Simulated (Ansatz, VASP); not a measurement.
**NbC2 in VASP and in Ansatz**

File INCAR:

```
PREC     = Accurate       # precision mode
ENCUT    = 520            # plane-wave cutoff, eV
EDIFF    = 1E-7           # SCF threshold, eV
ISMEAR   = 0              # smearing method
SIGMA    = 0.1            # smearing width, eV
LREAL    = F              # projectors in reciprocal space
LASPH    = T              # aspherical terms in the spheres
NELM     = 100            # most SCF steps
ALGO     = Normal         # electronic algorithm
ISIF     = 2              # what is computed and relaxed
LWAVE    = F              # write WAVECAR
LCHARG   = F              # write CHGCAR
GGA      = PE             # functional
NBANDS   = 30             # bands
```

KPOINTS

```
Automatic mesh
0
Gamma
  4 4 4
```

File POSCAR:

```
NbC2
1.0
    4.6059624700      0.0000000000      0.0000000000
    0.0000000000      4.6059624700      0.0000000000
    0.0000000000      0.0000000000      4.6059624700
Nb C
2 4
Direct
    0.0000000000      0.0000000000      0.0000000000
    0.5000000000      0.5000000000      0.5000000000
    0.7500000000      0.7500000000      0.7500000000
    0.2500000000      0.2500000000      0.7500000000
    0.2500000000      0.7500000000      0.2500000000
    0.7500000000      0.2500000000      0.2500000000
```

Input for Ansatz:

```yaml
crystal:
  lattice:
    - [4.60596247, 0.0, 0.0]
    - [0.0, 4.60596247, 0.0]
    - [0.0, 0.0, 4.60596247]
  atoms:
    - { symbol: Nb, position: [0.0, 0.0, 0.0] }
    - { symbol: Nb, position: [0.5, 0.5, 0.5] }
    - { symbol: C, position: [0.75, 0.75, 0.75] }
    - { symbol: C, position: [0.25, 0.25, 0.75] }
    - { symbol: C, position: [0.25, 0.75, 0.25] }
    - { symbol: C, position: [0.75, 0.25, 0.25] }
basis:
  ecutwfc: 420
kpoints:
  mp_grid: { grid: [4, 4, 4] }
hamiltonian:
  xc: pbe
scf:
  occupations: { method: gaussian, width: 0.1 }
  lower_state_search: "off"
output:
  forces: true
  stress: true
  eigenvalues: true
```

Alike in both runs: task single point; functional PBE; k mesh 4 × 4 × 4; occupations gaussian, width 0.1 eV; no spin polarisation.

```csv
,VASP,Ansatz
version,VASP 6.6.1,Ansatz 0.2.0
potentials or method,"VASP PAW PBE potentials, release 64 (Nb_sv, C), cutoff 520 eV","scalar-relativistic, plane waves, PAW"
valence electrons in the cell,42,42
```

|  | VASP | Ansatz | Ansatz less VASP |
| --- | --- | --- | --- |
| gap on the k mesh at the Fermi level (eV) | none | none | - |
| pressure (GPa) | 5.1 | 5.4 | +0.28 |

A gap of «none» marks a metal or a gap that the smearing closes. With one functional, cell and mesh, what is left measures potentials, basis and numerics.
